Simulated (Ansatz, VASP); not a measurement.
LiF: VASP beside Ansatz

File INCAR:

```
PREC = Accurate ; ENCUT = 520
EDIFF = 1E-6 ; ISMEAR = 0
SIGMA = 0.02 ; LREAL = F
LASPH = T ; NELM = 100
ALGO = Normal ; ISIF = 2
LWAVE = F ; LCHARG = F
GGA = PE ; NBANDS = 12
```

File KPOINTS:

```
Automatic mesh
0
Gamma
  10 10 10
```

POSCAR

```
LiF
1.0
    0.0000000000      2.0991766450      2.0991766450
    2.0991766450      0.0000000000      2.0991766450
    2.0991766450      2.0991766450      0.0000000000
Li F
1 1
Direct
    0.0000000000      0.0000000000      0.0000000000
    0.5000000000      0.5000000000      0.5000000000
```

Input for Ansatz:

```yaml
crystal:
  lattice:
    - [0.0, 2.099176645, 2.099176645]
    - [2.099176645, 0.0, 2.099176645]
    - [2.099176645, 2.099176645, 0.0]
  atoms:
    - { symbol: Li, position: [0.0, 0.0, 0.0] }
    - { symbol: F, position: [0.5, 0.5, 0.5] }
basis:
  ecutwfc: 420
kpoints:
  mp_grid: { grid: [10, 10, 10] }
hamiltonian:
  xc: pbe
scf:
  occupations: { method: gaussian, width: 0.02 }
output:
  forces: true
  stress: true
  eigenvalues: true
```

Alike in both runs: task single point; functional PBE; k mesh 10 × 10 × 10; occupations gaussian, width 0.02 eV; no spin polarisation.

```csv
,VASP,Ansatz
version,VASP 6.6.1,Ansatz 0.2.0
potentials or method,"VASP PAW PBE potentials, release 64 (Li_sv, F), cutoff 520 eV","scalar-relativistic, plane waves, PAW"
valence electrons in the cell,10,10
```

```csv
,VASP,Ansatz,Ansatz less VASP
gap on the k mesh at the Fermi level (eV),8.07,8.07,+0.001
least direct gap on the mesh (eV),8.07,8.07,+0.001
```

The functional is the same, so the differences come from potentials, cutoffs and numerics.

Noted on VASP's run: the cutoff is short for stress, so the pressure is rough.
